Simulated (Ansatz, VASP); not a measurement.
Mg in VASP and in Ansatz

File INCAR:

```
PREC = Accurate
ENCUT = 600
EDIFF = 1E-6
ISMEAR = -1
SIGMA = 0.1
LREAL = F
LASPH = T
NELM = 80
ALGO = Normal
ISIF = 3
LWAVE = F
LCHARG = F
GGA = PS
IBRION = 2
NSW = 80
EDIFFG = -0.01
```

File KPOINTS:

```
Automatic mesh
0
Gamma
  5 5 5
```

POSCAR

```
Mg
1.0
    5.7071978321      0.0000000000      0.0000000000
    0.0000000000      5.7071978321      0.0000000000
    0.0000000000      0.0000000000      5.7071978321
Mg
8
Direct
    0.0000000000      0.0000000000      0.0000000000
    0.5000000000      0.5000000000      0.5000000000
    0.2500000000      0.0000000000      0.5000000000
    0.7500000000      0.0000000000      0.5000000000
    0.5000000000      0.2500000000      0.0000000000
    0.5000000000      0.7500000000      0.0000000000
    0.0000000000      0.5000000000      0.2500000000
    0.0000000000      0.5000000000      0.7500000000
```

Input for Ansatz:

```yaml
crystal:
  lattice:
    - [5.7071978321, 0.0, 0.0]
    - [0.0, 5.7071978321, 0.0]
    - [0.0, 0.0, 5.7071978321]
  atoms:
    - { symbol: Mg, position: [0.0, 0.0, 0.0] }
    - { symbol: Mg, position: [0.5, 0.5, 0.5] }
    - { symbol: Mg, position: [0.25, 0.0, 0.5] }
    - { symbol: Mg, position: [0.75, 0.0, 0.5] }
    - { symbol: Mg, position: [0.5, 0.25, 0.0] }
    - { symbol: Mg, position: [0.5, 0.75, 0.0] }
    - { symbol: Mg, position: [0.0, 0.5, 0.25] }
    - { symbol: Mg, position: [0.0, 0.5, 0.75] }
hamiltonian:
  xc: pbesol
  pseudopotentials:
    kind: paw
    azcp:
      Mg: "pseudopotentials/Mg.paw.azcp"
basis:
  ecutwfc: 420
  fft_grid_basis: typed
kpoints:
  mp_grid: { grid: [5, 5, 5], shift: [0, 0, 0] }
magnetization:
  spin_polarized: false
scf:
  occupations: { method: fermi_dirac, width: 0.1 }
relax:
  max_steps: 60
  f_tol: 0.01
  cell: {}
output:
  write_density: true
  write_potential: true
  elf: true
  volumetric_format: npy
```

Alike in both runs: task relaxation of cell and atoms; functional PBEsol; k mesh 5 × 5 × 5; occupations fermi-dirac, width 0.1 eV; no spin polarisation.

```csv
,VASP,Ansatz
version,VASP 6.6.1,Ansatz 0.2.0
potentials or method,"VASP PAW PBE potentials, release 64 (Mg), cutoff 600 eV","plane waves (420 eV) with PAW, scalar-relativistic"
valence electrons in the cell,16,80
```

|  | VASP | Ansatz | Ansatz less VASP |
| --- | --- | --- | --- |
| relaxed volume (Å³/atom) | 22.99 | 23.03 | +0.042 |
| relaxed cell length with the largest relative difference (Å) | 5.687 | 5.690 | +0.0034 |

VASP's potentials were made for PBE, not for PBEsol, and Ansatz warns of the same on its side. VASP's potentials hold 16 valence electrons a cell and Ansatz's 80, so a difference there can come from the potentials and not from the codes.
